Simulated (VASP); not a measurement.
# Nb (Im-3m) in VASP: notebook

Nb is run at these levels: PBEsol; tasks: single point.

Everything below comes from runs of VASP 6.6.1. Logs are shortened: lines on timing, memory, paths and dates and some standing lists are left out, and cuts for length are marked.

## Step 1: The cell of the first run

Symmetry: Im-3m, No. 229, cubic system. Conventional cell: a = 3.275 Å, b = 3.275 Å, c = 3.275 Å, α = 90.00°, β = 90.00°, γ = 90.00°. Within 3.7 Å of Nb (site symmetry m-3m) lie 14 Nb at 2.84 to 3.27 Å.

## Step 2: Single point, PBEsol

INCAR

```
SYSTEM = Nb
ALGO     = Normal         ! electronic algorithm
EDIFF    = 1E-6           ! SCF threshold, eV
ENCUT    = 520            ! plane-wave cutoff, eV
GGA      = PS             ! functional
ISIF     = 2              ! what is computed and relaxed
ISMEAR   = 0              ! smearing method
LASPH    = .True.         ! aspherical terms in the spheres
LCHARG   = .False.        ! write CHGCAR
LREAL    = .False.        ! projectors in reciprocal space
LWAVE    = .False.        ! write WAVECAR
NBANDS   = 12             ! bands
NELM     = 100            ! most SCF steps
PREC     = Accurate       ! precision mode
SIGMA    = 0.05           ! smearing width, eV
```

KPOINTS

```
k-points
0
Gamma
  7 7 7
  0 0 0
```

POSCAR

```
Nb
1.0
    1.6374545554      1.6374545554      1.6374545554
   -1.6374545554      1.6374545554      1.6374545554
   -1.6374545554     -1.6374545554      1.6374545554
Nb
1
Direct
    0.0000000000      0.0000000000      0.0000000000
```

Potentials or basis: VASP PAW PBE potentials, release 64 (Nb_sv).

Command:

```sh
cat potpaw_PBE.64/Nb_sv/POTCAR > POTCAR
mpirun -np 1 vasp_std > vasp.out
```

OUTCAR:

```text
SYSTEM = Nb
   EDIFF = 1E-6
   ENCUT = 520
   GGA = PS
   ISIF = 2
   ISMEAR = 0
   LASPH = .True.
   LREAL = .False.
   NELM = 100
   PREC = Accurate

 ion  position               nearest neighbor table
   1  0.000  0.000  0.000-

  LATTYP: Found a body centered cubic cell.
 ALAT       =     3.2749091108

  Lattice vectors:

 A1 = (   1.6374545554,  -1.6374545554,  -1.6374545554)
 A2 = (   1.6374545554,   1.6374545554,   1.6374545554)
 A3 = (  -1.6374545554,  -1.6374545554,   1.6374545554)

Analysis of symmetry for initial positions (statically):
=====================================================================
 Subroutine PRICEL returns:
 Original cell was already a primitive cell.

 Routine SETGRP: Setting up the symmetry group for a
 body centered cubic supercell.

 Subroutine GETGRP returns: Found 48 space group operations
 (whereof 48 operations were pure point group operations)
 out of a pool of 48 trial point group operations.

The static configuration has the point symmetry O_h .

Analysis of symmetry for dynamics (positions and initial velocities):
=====================================================================
 Subroutine PRICEL returns:
 Original cell was already a primitive cell.

 Routine SETGRP: Setting up the symmetry group for a
 body centered cubic supercell.

 Subroutine GETGRP returns: Found 48 space group operations
 (whereof 48 operations were pure point group operations)
 out of a pool of 48 trial point group operations.

The dynamic configuration has the point symmetry O_h .

 Subroutine INISYM returns: Found 48 space group operations
 (whereof 48 operations are pure point group operations),
 and found     1 'primitive' translations

----------------------------------------------------------------------------------------

                                     Primitive cell

  volume of cell :      17.5617

  direct lattice vectors                    reciprocal lattice vectors
     1.637454555  1.637454555  1.637454555     0.305351986  0.000000000  0.305351986
    -1.637454555  1.637454555  1.637454555    -0.305351986  0.305351986  0.000000000
    -1.637454555 -1.637454555  1.637454555     0.000000000 -0.305351986  0.305351986

  length of vectors
     2.836154485  2.836154485  2.836154485     0.431832919  0.431832919  0.431832919

  position of ions in fractional coordinates (direct lattice)
     0.000000000  0.000000000  0.000000000

  ion indices of the primitive-cell ions
   primitive index   ion index
                 1           1

----------------------------------------------------------------------------------------

 KPOINTS: k-points

Automatic generation of k-mesh.
 Grid dimensions read from file:
 generate k-points for:    7    7    7

 Generating k-lattice:

  Cartesian coordinates                     Fractional coordinates (reciprocal lattice)
     0.043621712  0.000000000  0.043621712     0.142857143  0.000000000  0.000000000
    -0.043621712  0.043621712  0.000000000     0.000000000  0.142857143  0.000000000
     0.000000000 -0.043621712  0.043621712     0.000000000  0.000000000  0.142857143

  Length of vectors
     0.061690417  0.061690417  0.061690417

  Shift w.r.t. Gamma in fractional coordinates (k-lattice)
     0.000000000  0.000000000  0.000000000

 Subroutine IBZKPT returns following result:
 ===========================================

 Found     20 irreducible k-points:

 Following reciprocal coordinates:
            Coordinates               Weight
  0.000000  0.000000  0.000000      1.000000
  0.142857  0.000000  0.000000     12.000000
  0.285714  0.000000  0.000000     12.000000
  0.428571  0.000000  0.000000     12.000000
  0.285714  0.142857  0.000000     24.000000
  0.428571  0.142857 -0.000000     48.000000
[... 12 lines left out ...]
 -0.428571  0.428571  0.285714      8.000000
  0.428571  0.428571  0.428571      6.000000
   k-points           NKPTS =     20   k-points in BZ     NKDIM =     20   number of bands    NBANDS=     12
   number of dos      NEDOS =    301   number of ions     NIONS =      1
   total plane-waves  NPLWV =  13824
   dimension x,y,z NGX =    24 NGY =   24 NGZ =   24
   dimension x,y,z NGXF=    48 NGYF=   48 NGZF=   48
   ions per type =               1
   NGX,Y,Z   is equivalent  to a cutoff of  14.07, 14.07, 14.07 a.u.
   NGXF,Y,Z  is equivalent  to a cutoff of  28.14, 28.14, 28.14 a.u.
 SYSTEM =  Nb
   PREC   = accura    normal or accurate (medium, high low for compatibility)
   ISTART =      0    job   : 0-new  1-cont  2-samecut
   ICHARG =      2    charge: 1-file 2-atom 10-const
   ISPIN  =      1    spin polarized calculation?
   LNONCOLLINEAR =      F non collinear calculations
   LSORBIT =      F    spin-orbit coupling
   LASPH  =      T    aspherical Exc in radial PAW
   ENCUT  =  520.0 eV  38.22 Ry    6.18 a.u.   5.27  5.27  5.27*2*pi/ulx,y,z
   NELM   =    100;   NELMIN=  2; NELMDL= -5     # of ELM steps
   EDIFF  = 0.1E-05   stopping-criterion for ELM
   LREAL  =      F    real-space projection
   EDIFFG = 0.1E-04   stopping-criterion for IOM
   NSW    =      0    number of steps for IOM
   IBRION =     -1    ionic relax: 0-MD 1-quasi-New 2-CG
   NFREE  =      0    steps in history (QN), initial steepest desc. (CG)
   ISIF   =      2    stress and relaxation
   ISYM   =      2    0-nonsym 1-usesym 2-fastsym
   POTIM  = 0.5000    time-step for ionic-motion
   TEBEG  =    0.0;   TEEND  =   0.0 temperature during run
   PSTRESS=    0.0 pullay stress
   NELECT =      13.0000    total number of electrons
   NUPDOWN=      -1.0000    fix difference up-down
   EMIN   =  10.00;   EMAX   =-10.00  energy-range for DOS
   EFERMI =   0.00;   METHOD = LEGACY
   ISMEAR =     0;   SIGMA  =   0.05  broadening in eV -4-tet -1-fermi 0-gaus
   EFERMI_NEDOS =   21; number of points for ismear=-14 and -15
   IALGO  =     38    algorithm
   IMIX   =      4    mixing-type and parameters
     AMIX     =   0.40;   BMIX     =  1.00
     AMIX_MAG =   1.60;   BMIX_MAG =  1.00
  volume/ion in A,a.u.               =      17.56       118.51
  Fermi-wavevector in a.u.,A,eV,Ry     =   1.480926  2.798544 29.839507  2.193142
  Thomas-Fermi vector in A             =   2.594900
   LORBIT       =      0    0 simple, 1 ext, 2 COOP (PROOUT), +10 PAW based schemes
   GGA     = PS    functional components
   LHFCALC =     F    Hartree Fock is set to
   AEXX    =    0.0000 exact exchange contribution
   IVDW    =     0    specifies the selected vdW correction
   LEPSILON=     F    determine dielectric tensor
   LRPA    =     F    only Hartree local field effects (RPA)
 non-spin polarized calculation
 Gauss-broadening in eV      SIGMA  =   0.05
  energy-cutoff  :      520.00
  volume of cell :       17.56
 maximum number of plane-waves:       487
 NGX is ok and might be reduce to    24
   NGX = 11   NGY = 11   NGZ = 11

 number of electron      13.0000001 magnetization

 Free energy of the ion-electron system (eV)
  ---------------------------------------------------
  ext. energy  EPLUGINS =         0.00000000
  ---------------------------------------------------
  free energy    TOTEN  =       -10.92540238 eV

  energy without entropy =      -10.91907901  energy(sigma->0) =      -10.92224069

 E-fermi :  11.3505     XC(G=0): -12.7624

 val. band max:       11.3383419851   @ k =   0.4286   0.1429  -0.0000
 cond. band min:      11.3548916100   @ k =   0.1429  -0.4286   0.1429
 fundamental gap:      0.0165496249
 Fermi energy:        11.3504686890

 k-point     1 :       0.0000    0.0000    0.0000
  band No.  band energies     occupation
      1     -42.8467      2.00000
      2     -18.1047      2.00000
      3     -18.1047      2.00000
      4     -18.1047      2.00000
      5       5.3821      2.00000
      6      11.7523      0.00000
      7      11.7523      0.00000
      8      11.7523      0.00000
      9      14.7499      0.00000
     10      14.7499      0.00000
     11      25.6820      0.00000
     12      25.6820      0.00000

 k-point     2 :       0.1429    0.0000    0.0000
  band No.  band energies     occupation
      1     -42.7962      2.00000
      2     -18.4029      2.00000
      3     -18.1952      2.00000
      4     -18.1075      2.00000
      5       6.1990      2.00000
      6      11.2639      1.98566
      7      11.5646      0.00000
      8      12.5754      0.00000
      9      14.2043      0.00000
     10      14.7678      0.00000
     11      26.2356      0.00000
     12      27.1299      0.00000

 k-point     3 :       0.2857    0.0000    0.0000
  band No.  band energies     occupation
      1     -42.6808      2.00000
      2     -19.0374      2.00000
      3     -18.3932      2.00000
      4     -18.1139      2.00000
      5       7.6096      2.00000
      6      10.3490      2.00000
      7      11.4059      0.11714
      8      14.3566      0.00000
      9      14.8199      0.00000
     10      14.9929      0.00000
     11      25.4044      0.00000
     12      27.0945      0.00000
[... 226 lines left out ...]
 k-point    19 :      -0.4286    0.4286    0.2857
  band No.  band energies     occupation
      1     -42.4331      2.00000
      2     -19.1500      2.00000
      3     -19.1500      2.00000
      4     -18.7812      2.00000
      5       8.3848      2.00000
      6       8.3848      2.00000
      7      12.9845      0.00000
      8      16.1067      0.00000
      9      16.1067      0.00000
     10      22.1416      0.00000
     11      22.1416      0.00000
     12      22.2192      0.00000

 k-point    20 :       0.4286    0.4286    0.4286
  band No.  band energies     occupation
      1     -42.4014      2.00000
      2     -19.1182      2.00000
      3     -19.0621      2.00000
      4     -19.0621      2.00000
      5       7.7453      2.00000
      6       7.8829      2.00000
      7      15.9188      0.00000
      8      15.9188      0.00000
      9      16.8033      0.00000
     10      19.6611      0.00000
     11      22.4195      0.00000
     12      22.4195      0.00000

------------------------ aborting loop because EDIFF is reached ----------------------------------------

  FORCE on cell =-STRESS in cart. coord.  units (eV):
  Direction    XX          YY          ZZ          XY          YZ          ZX
  --------------------------------------------------------------------------------------
  -------------------------------------------------------------------------------------
  Total       -0.0536174     -0.0536174     -0.0536174     -0.0000000     -0.0000000     -0.0000000
  in kB       -4.8915744     -4.8915744     -4.8915744     -0.0000000     -0.0000000     -0.0000000
  external PRESSURE =      -4.8915744 kB  Pullay stress =       0.0000000 kB

 VOLUME and BASIS-vectors are now :
 -----------------------------------------------------------------------------
  energy-cutoff  :      520.00
  volume of cell :       17.56
      direct lattice vectors                 reciprocal lattice vectors
     1.637454555  1.637454555  1.637454555     0.305351986  0.000000000  0.305351986
    -1.637454555  1.637454555  1.637454555    -0.305351986  0.305351986  0.000000000
    -1.637454555 -1.637454555  1.637454555     0.000000000 -0.305351986  0.305351986

 POSITION                                       TOTAL-FORCE (eV/Angst)
 -----------------------------------------------------------------------------------
      0.00000      0.00000      0.00000        -0.000000      0.000000      0.000000
 -----------------------------------------------------------------------------------
    total drift:                                0.000000     -0.000000     -0.000000

  FREE ENERGIE OF THE ION-ELECTRON SYSTEM (eV)
  ---------------------------------------------------
  free  energy   TOTEN  =       -10.9254023772 eV

  energy  without entropy=      -10.9190790103  energy(sigma->0) =      -10.92224069
```

Run time: 4.5 s. Hardware: 1 thread of AMD EPYC 7R13 (Zen 3), shared host; peak memory 0.1 GiB.

Results:

* Free energy: -10.9254 eV
* Pressure: -0.5 GPa

Caveat: the k points lie up to 0.39 Å⁻¹ apart; the PAW data sets were made with another functional, which shifts forces and pressure a little.

## Step 3: Single point, PBEsol

This run uses another cell than the first one, of 17.07 Å³/atom, 0.972 times its volume.

INCAR

```
SYSTEM = Nb
ALGO = Normal
EDIFF = 1E-6
ENCUT = 520
GGA = PS
ISIF = 2
ISMEAR = 0
LASPH = .TRUE.
LCHARG = .FALSE.
LREAL = .FALSE.
LWAVE = .FALSE.
NBANDS = 12
NELM = 100
PREC = Accurate
SIGMA = 0.05
```

KPOINTS

```
k-points
0
G
  7 7 7
  0 0 0
```

POSCAR

```
Nb
1.0
    1.6219616547      1.6219616547      1.6219616547
   -1.6219616547      1.6219616547      1.6219616547
   -1.6219616547     -1.6219616547      1.6219616547
Nb
1
Direct
    0.0000000000      0.0000000000      0.0000000000
```

Potentials or basis: VASP PAW PBE potentials, release 64 (Nb_sv).

Command:

```sh
cat potpaw_PBE.64/Nb_sv/POTCAR > POTCAR
mpirun -np 1 vasp_std > vasp.out
```

OUTCAR:

```text
SYSTEM = Nb
   EDIFF = 1E-6
   ENCUT = 520
   GGA = PS
   ISIF = 2
   ISMEAR = 0
   LASPH = .TRUE.
   LREAL = .FALSE.
   NELM = 100
   PREC = Accurate

 ion  position               nearest neighbor table
   1  0.000  0.000  0.000-

  LATTYP: Found a body centered cubic cell.
 ALAT       =     3.2439233094

  Lattice vectors:

 A1 = (   1.6219616547,  -1.6219616547,  -1.6219616547)
 A2 = (   1.6219616547,   1.6219616547,   1.6219616547)
[... 472 lines left out ...]
      9      17.4000      0.00000
     10      20.3250      0.00000
     11      23.1509      0.00000
     12      23.1509      0.00000

------------------------ aborting loop because EDIFF is reached ----------------------------------------

  FORCE on cell =-STRESS in cart. coord.  units (eV):
  Direction    XX          YY          ZZ          XY          YZ          ZX
  --------------------------------------------------------------------------------------
  -------------------------------------------------------------------------------------
  Total        0.4860951      0.4860951      0.4860951      0.0000000     -0.0000000     -0.0000000
  in kB       45.6299635     45.6299635     45.6299635      0.0000000     -0.0000000     -0.0000000
  external PRESSURE =      45.6299635 kB  Pullay stress =       0.0000000 kB

 VOLUME and BASIS-vectors are now :
 -----------------------------------------------------------------------------
  energy-cutoff  :      520.00
  volume of cell :       17.07
      direct lattice vectors                 reciprocal lattice vectors
     1.621961655  1.621961655  1.621961655     0.308268693  0.000000000  0.308268693
    -1.621961655  1.621961655  1.621961655    -0.308268693  0.308268693  0.000000000
    -1.621961655 -1.621961655  1.621961655     0.000000000 -0.308268693  0.308268693

 POSITION                                       TOTAL-FORCE (eV/Angst)
 -----------------------------------------------------------------------------------
      0.00000      0.00000      0.00000         0.000000      0.000000      0.000000
 -----------------------------------------------------------------------------------
    total drift:                                0.000000      0.000000      0.000000

  FREE ENERGIE OF THE ION-ELECTRON SYSTEM (eV)
  ---------------------------------------------------
  free  energy   TOTEN  =       -10.9185990775 eV

  energy  without entropy=      -10.9110760592  energy(sigma->0) =      -10.91483757
```

OSZICAR:

```text
N       E                     dE             d eps       ncg     rms          rms(c)
DAV:   1     0.116470157485E+03    0.11647E+03   -0.73847E+03   480   0.110E+03
DAV:   2    -0.638528247659E+01   -0.12286E+03   -0.11809E+03   520   0.385E+02
DAV:   3    -0.111343893058E+02   -0.47491E+01   -0.44813E+01   708   0.680E+01
DAV:   4    -0.113571629119E+02   -0.22277E+00   -0.22133E+00   640   0.143E+01
DAV:   5    -0.113715744961E+02   -0.14412E-01   -0.14402E-01   688   0.285E+00    0.794E+00
DAV:   6    -0.109609045602E+02    0.41067E+00   -0.60907E-01   768   0.991E+00    0.281E+00
DAV:   7    -0.109140237576E+02    0.46881E-01   -0.17849E-01   784   0.526E+00    0.907E-01
DAV:   8    -0.109185457244E+02   -0.45220E-02   -0.12756E-02   584   0.147E+00    0.295E-02
DAV:   9    -0.109185918228E+02   -0.46098E-04   -0.84443E-04   700   0.235E-01    0.437E-02
DAV:  10    -0.109186035479E+02   -0.11725E-04   -0.26228E-05   588   0.537E-02    0.259E-02
DAV:  11    -0.109185992978E+02    0.42501E-05   -0.12525E-05   592   0.616E-02    0.520E-03
DAV:  12    -0.109185990775E+02    0.22035E-06   -0.60600E-07   376   0.861E-03
   1 F= -.10918599E+02 E0= -.10914838E+02  d E =-.752302E-02
```

stdout:

```text
POSCAR found type information on POSCAR Nb
 POSCAR found :  1 types and       1 ions
 scaLAPACK will be used
 -----------------------------------------------------------------------------
|                                                                             |
|                                                                             |
|     You enforced a specific xc type in the INCAR file but a different       |
|     I HOPE YOU KNOW WHAT YOU ARE DOING!                                     |
|                                                                             |
 -----------------------------------------------------------------------------

 LDA part: xc-table for (Slater+PW92), standard interpolation
 POSCAR, INCAR and KPOINTS ok, starting setup
 FFT: planning ... GRIDC
 FFT: planning ... GRID_SOFT
 FFT: planning ... GRID
 WAVECAR not read
 entering main loop
```

Wall time 4.5 s (1 thread of AMD EPYC 7R13 (Zen 3), shared host); peak memory 0.1 GiB.

What came out:

* Free energy: -10.9186 eV
* Pressure: 4.6 GPa

Caveat: the k points lie up to 0.39 Å⁻¹ apart; the PAW data sets were made with another functional, which shifts forces and pressure a little.

(Part 1 of 2 ends here.)
